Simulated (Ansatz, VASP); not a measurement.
# Two plane-wave programs on C

The input POSCAR:

```
C
1.0
    0.0000000000      1.7548386770      1.7548386770
    1.7548386770      0.0000000000      1.7548386770
    1.7548386770      1.7548386770      0.0000000000
C
2
Direct
    0.0000000000      0.0000000000      0.0000000000
    0.2500000000      0.2500000000      0.2500000000
```

The input INCAR.step1:

```
PREC = Accurate
ENCUT = 520
EDIFF = 1E-5
ISMEAR = 0
SIGMA = 0.02
LREAL = False
LASPH = True
NELM = 80
ALGO = Normal
ISIF = 2
LWAVE = True
LCHARG = False
GGA = PE
NBANDS = 11
```

The input INCAR.step2:

```
PREC = Accurate
ENCUT = 520
EDIFF = 1E-6
ISMEAR = 0
SIGMA = 0.02
LREAL = False
LASPH = True
NELM = 80
ALGO = Normal
ISIF = 2
LWAVE = False
LCHARG = False
GGA = PE
LHFCALC = True
HFSCREEN = 0.2079
PRECFOCK = Normal
ISTART = 1
NBANDS = 11
```

File KPOINTS:

```
Automatic mesh
0
Gamma
  8 8 8
```

Input for Ansatz:

```yaml
crystal:
  lattice:
    - [0.0, 1.754838677, 1.754838677]
    - [1.754838677, 0.0, 1.754838677]
    - [1.754838677, 1.754838677, 0.0]
  atoms:
    - { symbol: C, position: [0.0, 0.0, 0.0] }
    - { symbol: C, position: [0.25, 0.25, 0.25] }
basis:
  ecutwfc: 420
kpoints:
  mp_grid: { grid: [8, 8, 8] }
hamiltonian:
  xc: hse06
scf:
  occupations: { method: gaussian, width: 0.02 }
output:
  forces: true
  stress: true
  eigenvalues: true
  write_density: true
  write_potential: true
  elf: true
  volumetric_format: npy
```

Alike in both runs: task single point; functional HSE06; k mesh 8 × 8 × 8; occupations gaussian, width 0.02 eV; no spin polarisation.

|  | VASP | Ansatz |
| --- | --- | --- |
| version | VASP 6.6.1 | Ansatz 0.2.0 |
| potentials or method | VASP PAW PBE potentials, release 64 (C), cutoff 520 eV | scalar-relativistic, plane waves, PAW |
| valence electrons in the cell | 8 | 8 |

```tsv
	VASP	Ansatz	Ansatz less VASP
gap on the k mesh at the Fermi level (eV)	5.40	5.41	+0.009
least direct gap on the mesh (eV)	7.12	7.13	+0.008
pressure (GPa)	16.2	15.1	-1.11
```

Ansatz's warnings: stress exchange threshold loose, stress scf threshold loose.
